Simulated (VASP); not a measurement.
# SrCl2 (Fm-3m) in VASP: notebook, part 2 of 2

VASP 6.6.1. Earlier steps stand in the parts before.

## 3. Relaxation of cell and atoms, PBEsol, target pressure 10 GPa, at which the enthalpy is minimised

Input file INCAR:

```
  PREC = Accurate
  ENCUT = 600
  EDIFF = 1E-6
  ISMEAR = 0
  SIGMA = 0.01
  LREAL = False
  LASPH = True
  NELM = 60
  ALGO = Normal
  ISIF = 3
  LWAVE = False
  LCHARG = False
  GGA = PS
  IBRION = 2
  NSW = 100
  EDIFFG = -0.002
  PSTRESS = 100.0
```

Input file KPOINTS:

```
Automatic mesh
0
Gamma
  6 6 6
```

Input file POSCAR:

```
SrCl2
1.0
    0.0000000000      3.4553207776      3.4553207776
    3.4553207776      0.0000000000      3.4553207776
    3.4553207776      3.4553207776      0.0000000000
Sr Cl
1 2
Direct
    0.0000000000      0.0000000000      0.0000000000
    0.2500000000      0.2500000000      0.2500000000
    0.7500000000      0.7500000000      0.7500000000
```

Potentials or basis: VASP PAW PBE potentials, release 64 (Sr_sv, Cl).

The run is started by

```console
$ cat potpaw_PBE.64/Sr_sv/POTCAR potpaw_PBE.64/Cl/POTCAR > POTCAR
$ mpirun -np 1 vasp_std > vasp.out
```

OUTCAR:

```text
PREC = Accurate
   ENCUT = 600
   EDIFF = 1E-6
   ISMEAR = 0
   LREAL = False
   LASPH = True
   NELM = 60
   ISIF = 3
   GGA = PS
   IBRION = 2
   NSW = 100
   EDIFFG = -0.002
   PSTRESS = 100.0

 ion  position               nearest neighbor table
   1  0.000  0.000  0.000-   3 2.99   3 2.99   3 2.99   2 2.99   2 2.99   2 2.99   3 2.99   2 2.99

   2  0.250  0.250  0.250-   1 2.99   1 2.99   1 2.99   1 2.99
   3  0.750  0.750  0.750-   1 2.99   1 2.99   1 2.99   1 2.99

  LATTYP: Found a face centered cubic cell.
 ALAT       =     6.9106415552

  Lattice vectors:

 A1 = (   0.0000000000,   3.4553207776,   3.4553207776)
 A2 = (   3.4553207776,   0.0000000000,   3.4553207776)
 A3 = (   3.4553207776,   3.4553207776,   0.0000000000)

Analysis of symmetry for initial positions (statically):
=====================================================================
 Subroutine PRICEL returns:
 Original cell was already a primitive cell.

 Routine SETGRP: Setting up the symmetry group for a
 face centered cubic supercell.

 Subroutine GETGRP returns: Found 48 space group operations
 (whereof 48 operations were pure point group operations)
 out of a pool of 48 trial point group operations.

The static configuration has the point symmetry O_h .

Analysis of symmetry for dynamics (positions and initial velocities):
=====================================================================
 Subroutine PRICEL returns:
 Original cell was already a primitive cell.
[... 132 lines left out ...]
 conjugate gradient relaxation of ions
 non-spin polarized calculation
 Gauss-broadening in eV      SIGMA  =   0.01
  energy-cutoff  :      600.00
  volume of cell :       82.51
 maximum number of plane-waves:      2778
   NGX = 19   NGY = 19   NGZ = 19

--------------------------------------- Ionic step        1  -------------------------------------------

 number of electron      24.0000003 magnetization

 Free energy of the ion-electron system (eV)
  ---------------------------------------------------
  ext. energy  EPLUGINS =         0.00000000
  ---------------------------------------------------
  free energy    TOTEN  =       -13.34281211 eV

  energy without entropy =      -13.34281211  energy(sigma->0) =      -13.34281211

 E-fermi :   0.3249     XC(G=0):  -8.6184

 val. band max:        0.2738474169   @ k =   0.5000   0.5000   0.0000
 cond. band min:       5.5121245580   @ k =   0.0000   0.0000   0.0000
 fundamental gap:      5.2382771411
 Fermi energy:         0.3248680150

 k-point     1 :       0.0000    0.0000    0.0000
  band No.  band energies     occupation
      1     -32.4364      2.00000
      2     -14.4663      2.00000
      3     -14.4663      2.00000
      4     -14.4663      2.00000
      5     -13.1145      2.00000
      6     -12.1859      2.00000
[... 487 lines left out ...]
--------------------------------------- Ionic step        6  -------------------------------------------

 number of electron      24.0000000 magnetization

 Free energy of the ion-electron system (eV)
  ---------------------------------------------------
  ext. energy  EPLUGINS =         0.00000000
  ---------------------------------------------------
  free energy    TOTEN  =       -12.98797629 eV

  energy without entropy =      -12.98797629  energy(sigma->0) =      -12.98797629

 E-fermi :   1.6295     XC(G=0):  -9.4165

 val. band max:        1.5851347017   @ k =   0.5000   0.5000   0.0000
 cond. band min:       6.7174635483   @ k =   0.5000   0.5000   0.0000
 fundamental gap:      5.1323288465
 Fermi energy:         1.6294927723

 k-point     1 :       0.0000    0.0000    0.0000
  band No.  band energies     occupation
      1     -30.6687      2.00000
      2     -12.7991      2.00000
      3     -12.7991      2.00000
      4     -12.7991      2.00000
      5     -12.4469      2.00000
      6     -11.0808      2.00000
[... 327 lines left out ...]
  energy  without entropy=      -12.9879762883  energy(sigma->0) =      -12.98797629

  enthalpy is  TOTEN    =        -8.6550092599 eV   P V=        4.3329670284

 reached required accuracy - stopping structural energy minimisation
```

CONTCAR:

```text
SrCl2
   1.00000000000000
     0.0000000000000000    3.2620353043354013    3.2620353043354013
     3.2620353043354013    0.0000000000000000    3.2620353043354013
     3.2620353043354013    3.2620353043354013   -0.0000000000000000
  Sr              Cl
     1     2
Direct
     0.0000000000000000    1.0000000000000000    0.0000000000000000
     0.2500000000000000    0.2500000000000000    0.2500000000000000
     0.7500000000000000    0.7500000000000000    0.7500000000000000

  0.00000000E+00  0.00000000E+00  0.00000000E+00
  0.00000000E+00  0.00000000E+00  0.00000000E+00
  0.00000000E+00  0.00000000E+00  0.00000000E+00
```

Wall time 2 min (1 thread of Intel Xeon 6975P-C, shared host); peak memory 0.25 GiB.

Results:

```yaml
Free_energy: -12.9880 eV
Relaxed_volume: 23.14 Å³/atom
Relaxed_cell: a = 4.613 Å, b = 4.613 Å, c = 4.613 Å, α = 60.00°, β = 60.00°, γ = 60.00°
Space_group_after_relaxing_to_0.05_Å: Fm-3m (No. 225)
Energy_change_on_relaxing_the_enthalpy_is_what_falls: +118.3 meV/atom
Ionic_steps: 6
Pressure_after_relaxing: 10.0 GPa
Band_gap_on_the_k_mesh: 5.13 eV, direct
```

The path:
| step | energy change (eV) | largest force (eV/Å) | pressure (GPa) | volume (Å³) |
| --- | --- | --- | --- | --- |
| 1 | 0.0000 | 0.0000 | 0.13 | 82.51 |
| 2 | 0.8253 | 0.0000 | 17.76 | 63.88 |
| 3 | 0.3523 | 0.0000 | 9.96 | 69.46 |
| 4 | 0.3677 | 0.0000 | 10.24 | 69.22 |
| 5 | 0.3476 | 0.0000 | 9.86 | 69.54 |
| 6 | 0.3548 | 0.0000 | 10.00 | 69.42 |

Final structure:
```
Sr Cl
1.0
     0.00000    3.26204    3.26204
     3.26204    0.00000    3.26204
     3.26204    3.26204    0.00000
Sr Cl
1 2
Cartesian
  3.2620 0.0000 3.2620
  1.6310 1.6310 1.6310
  4.8931 4.8931 4.8931
```

Levels at points of the mesh, in eV from the valence-band top:
| k point | band 9 | band 10 | band 11 | band 12 | band 13 | band 14 | band 15 | band 16 |
| --- | --- | --- | --- | --- | --- | --- | --- | --- |
| (0.00, 0.00, 0.00) | -2.99 | -0.43 | -0.43 | -0.43 | 5.72 | 5.72 | 5.89 | 9.18 |
| (0.50, 0.00, 0.00) | -1.93 | -1.75 | -1.35 | -1.35 | 6.63 | 6.63 | 7.85 | 8.05 |
| (0.50, 0.50, 0.00) | -2.40 | -0.61 | -0.61 | 0.00 | 5.13 | 7.42 | 7.90 | 8.46 |

Caveat: the cell is relaxed towards a set pressure, so the enthalpy falls and the energy may rise; the volume moved by over 15 % at a fixed basis, so the end points are rough; the PAW data sets were made with another functional, which shifts forces and pressure a little. A hybrid or GW would open this gap; PBEsol tends to underestimate it.

## 4. Relaxation of cell and atoms, PBEsol, target pressure 15 GPa, at which the enthalpy is minimised

Input file INCAR:

```
  ALGO = Normal
  EDIFF = 1E-6
  EDIFFG = -0.002
  ENCUT = 600
  GGA = PS
  IBRION = 2
  ISIF = 3
  ISMEAR = 0
  LASPH = T
  LCHARG = F
  LREAL = F
  LWAVE = F
  NELM = 100
  NSW = 100
  PREC = Accurate
  PSTRESS = 150.0
  SIGMA = 0.01
```

Input file KPOINTS:

```
k-points
0
Gamma
  6 6 6
```

POSCAR is that of step 3.

The run is started by

```console
$ cat potpaw_PBE.64/Sr_sv/POTCAR potpaw_PBE.64/Cl/POTCAR > POTCAR
$ mpirun -np 1 vasp_std > vasp.out
```

It took 1.7 min on 1 thread of Intel Xeon 6975P-C, shared host; peak memory 0.26 GiB.

It converged, with:

```
Free energy                                            : -12.6936 eV
Relaxed volume                                         : 21.87 Å³/atom
Relaxed cell                                           : a = 4.527 Å, b = 4.527 Å, c = 4.527 Å, α = 60.00°, β = 60.00°, γ = 60.00°
Space group after relaxing (to 0.05 Å)                 : Fm-3m (No. 225)
Energy change on relaxing (the enthalpy is what falls) : +216.4 meV/atom
Ionic steps                                            : 4
Pressure after relaxing                                : 15.0 GPa
Band gap on the k mesh                                 : 5.04 eV, direct
```

Step by step:
| step | energy change (eV) | largest force (eV/Å) | pressure (GPa) | volume (Å³) |
| --- | --- | --- | --- | --- |
| 1 | 0.0000 | 0.0000 | 0.13 | 82.51 |
| 2 | 2.1832 | 0.0000 | 36.92 | 55.63 |
| 3 | 0.6209 | 0.0000 | 14.53 | 65.92 |
| 4 | 0.6492 | 0.0000 | 14.99 | 65.61 |

Final structure:
```
Sr Cl
1.0
     0.00000    3.20125    3.20125
     3.20125    0.00000    3.20125
     3.20125    3.20125    0.00000
Sr Cl
1 2
Direct
  0.00000 0.00000 0.00000
  0.25000 0.25000 0.25000
  0.75000 0.75000 0.75000
```

Levels at points of the mesh, in eV from the valence-band top:
```
           k point  band 10  band 11  band 12  band 13  band 14  band 15
(0.00, 0.00, 0.00)    -0.46    -0.46    -0.46     5.60     5.60     6.11
(0.50, 0.00, 0.00)    -1.87    -1.43    -1.43     6.59     6.59     7.86
(0.50, 0.50, 0.00)    -0.68    -0.68     0.00     5.04     7.56     7.97
```

Caveat: the cell is relaxed towards a set pressure, so the enthalpy falls and the energy may rise; the volume moved by over 15 % at a fixed basis, so the end points are rough; the PAW data sets were made with another functional, which shifts forces and pressure a little. A k mesh can miss the band edges.

## 5. Overview

| cell | gap on the mesh (eV) | pressure (GPa) |
| --- | --- | --- |
| relaxed to 7 GPa | 5.19 | 7.0 |
| relaxed to 10 GPa | 5.13 | 10.0 |
| relaxed to 15 GPa | 5.04 | 15.0 |

Alike in all rows: task relaxation of cell and atoms; level PBEsol; potentials or basis VASP PAW PBE potentials, release 64 (Sr_sv, Cl); no spin polarisation; k mesh 6 × 6 × 6; cutoff (eV) 600; smearing gaussian 0.01 eV.

Caveats: the cell is relaxed towards a set pressure, so the enthalpy falls and the energy may rise; the PAW data sets were made with another functional, which shifts forces and pressure a little; the volume moved by over 15 % at a fixed basis, so the end points are rough (some runs).

Total energies depend on the potentials used, so only differences within one code and one set of settings carry meaning.
